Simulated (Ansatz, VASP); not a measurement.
Sb: VASP beside Ansatz

```xyz
2
Lattice="2.1471 1.2396 3.6535 -2.1471 1.2396 3.6535 0.0000 -2.4793 3.6535" Properties=species:S:1:pos:R:3 pbc="T T T"
Sb    0.0000    0.0000    2.5857
Sb    0.0000    0.0000    8.3747
```

Alike in both runs: task relaxation of cell and atoms; functional LDA; k mesh 12 × 12 × 12; occupations fermi-dirac, width 0.15 eV; no spin polarisation.

|  | VASP | Ansatz |
| --- | --- | --- |
| version | VASP 6.6.1 | Ansatz 0.2.0 |
| potentials or method | VASP PAW LDA potentials, release 64 (Sb), cutoff 600 eV | scalar-relativistic, plane waves, PAW |
| valence electrons in the cell | 10 | 30 |

```tsv
	VASP	Ansatz	Ansatz less VASP
gap on the k mesh at the Fermi level, each at its own relaxed structure (eV)	none	none	-
relaxed volume (Å³/atom)	29.08	29.05	-0.026
relaxed length of the cell vector where the two differ most in proportion (Å)	4.403	4.408	+0.0053
```

LDA's correlation is that of Perdew and Zunger in VASP and of Perdew and Wang (1992) in Ansatz. A gap of «none» marks a metal or a gap that the smearing closes. VASP's potentials hold 10 valence electrons a cell and Ansatz's 30, so a difference there can come from the potentials and not from the codes.

Spin-orbit coupling is off throughout.
